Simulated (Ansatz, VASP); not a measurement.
# Two plane-wave programs on NaF

```xyz
2
Lattice="0.0000 2.2306 2.3237 2.2306 0.0000 2.3237 2.2306 2.2306 0.0000" Properties=species:S:1:pos:R:3 pbc="T T T"
Na    0.0000    0.0000    0.0000
F     2.2306    2.2306    2.3237
```

Change from the starting cell: epitaxial_xy strain -2.9%.

Alike in both runs: task single point; functional r2SCAN; k mesh 10 × 10 × 10; no spin polarisation.

|  | VASP | Ansatz |
| --- | --- | --- |
| version | VASP 6.6.1 | Ansatz 0.2.0 |
| potentials or method | VASP PAW PBE potentials, release 64 (Na_pv, F) | plane waves, PAW |
| plane-wave cutoff (eV) | 660 | 500 |
| occupations | gaussian, width 0.01 eV | fixed |
| valence electrons in the cell | 14 | 16 |

```csv
,VASP,Ansatz,Ansatz less VASP
gap on the k mesh at the Fermi level (eV),7.60,7.55,-0.043
pressure (GPa),2.3,3.1,+0.86
"traceless stress, the component that is largest in VASP (GPa)",-3.10,-3.14,-0.041
```

VASP's potentials were made for PBE, not for r2SCAN. VASP's potentials hold 14 valence electrons a cell and Ansatz's 16, so a difference there can come from the potentials and not from the codes.
